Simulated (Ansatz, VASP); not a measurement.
Si2Mo in VASP and in Ansatz

```
CELL_PARAMETERS angstrom
4.57474 0.00000 0.00000
-2.28737 3.96184 0.00000
0.00000 0.00000 6.56692
ATOMIC_POSITIONS crystal
Si 0.16417 0.83583 0.83333
Si 0.32833 0.16417 0.16667
Si 0.83583 0.67167 0.50000
Si 0.83583 0.16417 0.83333
Si 0.67167 0.83583 0.16667
Si 0.16417 0.32833 0.50000
Mo 0.50000 0.00000 0.50000
Mo 0.00000 0.50000 0.16667
Mo 0.50000 0.50000 0.83333
```

Alike in both runs: task single point; functional PBEsol; k mesh 9 × 9 × 6; occupations gaussian, width 0.01 eV; no spin polarisation.

|  | VASP | Ansatz |
| --- | --- | --- |
| version | VASP 6.6.1 | Ansatz 0.2.0 |
| potentials or method | VASP PAW PBE potentials, release 64 (Si, Mo_sv), cutoff 520 eV | scalar-relativistic, plane waves, PAW |
| valence electrons in the cell | 66 | 66 |

VASP gave:

| Property | Result |
| --- | --- |
| gap on the k mesh at the Fermi level (eV) | 0.17 |
| least direct gap on the mesh (eV) | 0.59 |
| pressure (GPa) | 0.3 |

Task: What did Ansatz give for the same quantities?

Result: gap on the k mesh at the Fermi level (eV): 0.17; least direct gap on the mesh (eV): 0.59; pressure (GPa): 0.0.

VASP's potentials were made for PBE, not for PBEsol, and Ansatz warns of the same on its side.
